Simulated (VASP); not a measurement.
**PbO2 (fluorite type): single point with r2SCAN**

Crystal: PbO2 (fluorite type).

```
Pb O
1.0
     0.00000    2.63129    2.63129
     2.63129    0.00000    2.63129
     2.63129    2.63129    0.00000
Pb O
1 2
Direct
  0.00000 0.00000 0.00000
  0.25000 0.25000 0.25000
  0.75000 0.75000 0.75000
```

```yaml
Program: VASP 6.6.1
Task: single point
Functional: r2SCAN
Potentials_or_basis: VASP PAW PBE potentials, release 64 (Pb_d, O)
Cutoff: 520 eV
k_mesh: 11 × 11 × 11
Occupations: fermi-dirac, width 0.1 eV
Spin: no spin polarisation
Dipole_correction: no
Further_INCAR_settings: ALGO = Normal; EDIFF = 1e-06; NBANDS = 20
```

```yaml
Pressure: 7.0 GPa
Band_gap_on_the_k_mesh: zero (bands 13 and 14 overlap by 1.37 eV)
```

Levels at points of the mesh, in eV from the Fermi level:
```tsv
k point	band 10	band 11	band 12	band 13	band 14	band 15	band 16	band 17
(0.00, 0.00, 0.00)	-2.33	-1.97	-1.56	-1.56	-1.56	7.72	7.72	7.72
```

It took 100 s on 1 thread of Intel(R) Xeon(R) Platinum 8488C (Sapphire Rapids) (shared host), peak memory 0.18 GiB.

Caveat: the cell stands under pressure; the PAW data sets were made with another functional, which shifts forces and pressure a little; spin-orbit coupling is left out, which moves the levels of the heavy elements.
